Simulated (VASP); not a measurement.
The system is TiC.

```xyz
2
Lattice="3.0421 0.0000 0.0000 -1.5210 2.6345 0.0000 0.0000 0.0000 2.6980" Properties=species:S:1:pos:R:3 pbc="T T T"
Ti    0.0000    0.0000    1.3490
C     0.0000    1.7564    0.0000
```

| Property | Result |
| --- | --- |
| Program | VASP 6.6.1 |
| Task | relaxation of cell and atoms |
| Functional | PBEsol |
| Potentials or basis | VASP PAW PBE potentials, release 64 (Ti_sv, C) |
| Cutoff | 600 eV |
| k mesh | 10 × 10 × 10 |
| Occupations | fermi-dirac, width 0.05 eV |
| Spin | no spin polarisation |
| Hubbard terms | Ti d U = 6.0 eV |

At the start: pressure 9.8 GPa; volume 10.81 Å³/atom.

Problem. How do energy, volume and symmetry change on relaxing?

Solution. Over 5 steps the energy falls by 13.7 meV/atom and the volume is 11.25 Å³/atom (+4.1 %); space group P-6m2 (No. 187, to 0.05 Å).

The path:
| step | energy change (eV) | largest force (eV/Å) | pressure (GPa) | volume (Å³) |
| --- | --- | --- | --- | --- |
| 1 | 0.0000 | 0.0001 | 9.81 | 21.62 |
| 2 | 0.0169 | 0.0000 | -10.58 | 23.76 |
| 3 | -0.0273 | 0.0001 | -0.14 | 22.53 |
| 4 | -0.0273 | 0.0001 | 0.03 | 22.51 |
| 5 | -0.0274 | 0.0000 | 0.04 | 22.51 |

Final structure:
```cif
data_structure
_symmetry_space_group_name_H-M 'P 1'
_symmetry_Int_Tables_number 1
_cell_length_a 3.0762
_cell_length_b 3.0762
_cell_length_c 2.7464
_cell_angle_alpha 90.000
_cell_angle_beta 90.000
_cell_angle_gamma 120.000
_cell_volume 22.51
loop_
_atom_site_label
_atom_site_type_symbol
_atom_site_fract_x
_atom_site_fract_y
_atom_site_fract_z
_atom_site_occupancy
Ti1 Ti 0.00000 0.00000 0.50000 1
C1 C 0.33333 0.66667 0.00000 1
```

Caveat: the PAW data sets were made with another functional, which shifts forces and pressure a little; U without spin polarisation on a metal has little footing; the U is typed as a test and isn't derived for this compound.
